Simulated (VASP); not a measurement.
Set up this calculation in VASP 6.6.1, as the native input.

- Task: single point
- Functional: PBE
- Potentials or basis: VASP PAW PBE potentials, release 64 (Ge_d)
- Cutoff: 520 eV
- k mesh: 15 × 15 × 15
- Occupations: fermi-dirac, width 0.05 eV
- Spin: no spin polarisation
- Dipole correction: no
- Further INCAR settings: ALGO = Normal; EDIFF = 1e-06; NBANDS = 13

The structure of Ge lies in POSCAR:

```
Ge
1.0
    2.5213543122      0.0000000000      0.0000000000
    0.0000000000      2.5213543122      0.0000000000
    0.0000000000      0.0000000000      2.5213543122
Ge
1
Direct
    0.0000000000      0.0000000000      0.0000000000
```

This isn't the form of Ge at room conditions, which is diamond.

These files were run (other wordings do the same):

INCAR

```
SYSTEM = Ge
PREC = Accurate ; ENCUT = 520
EDIFF = 1E-6 ; ISMEAR = -1
SIGMA = 0.05 ; LREAL = .False.
LASPH = .True. ; NELM = 100
ALGO = Normal ; ISIF = 2
LWAVE = .False. ; LCHARG = .True.
GGA = PE ; LELF = .True.
LVHAR = .True. ; NBANDS = 13
```

KPOINTS

```
regular mesh
0
Gamma
  15 15 15
  0 0 0
```

Potentials or basis: VASP PAW PBE potentials, release 64 (Ge_d).

Command:

```bash
$ cat potpaw_PBE.64/Ge_d/POTCAR > POTCAR
$ mpirun -np 1 vasp_std > vasp.out
```

It gave:

```json
{
 "Pressure": "24.1 GPa",
 "Band gap on the k mesh": "zero (bands 7 and 8 overlap by 10.57 eV)"
}
```

Caveat: the cell stands under pressure.

Wall time 31 s on 1 thread of Intel Xeon 8259CL (shared host), peak memory 0.14 GiB.
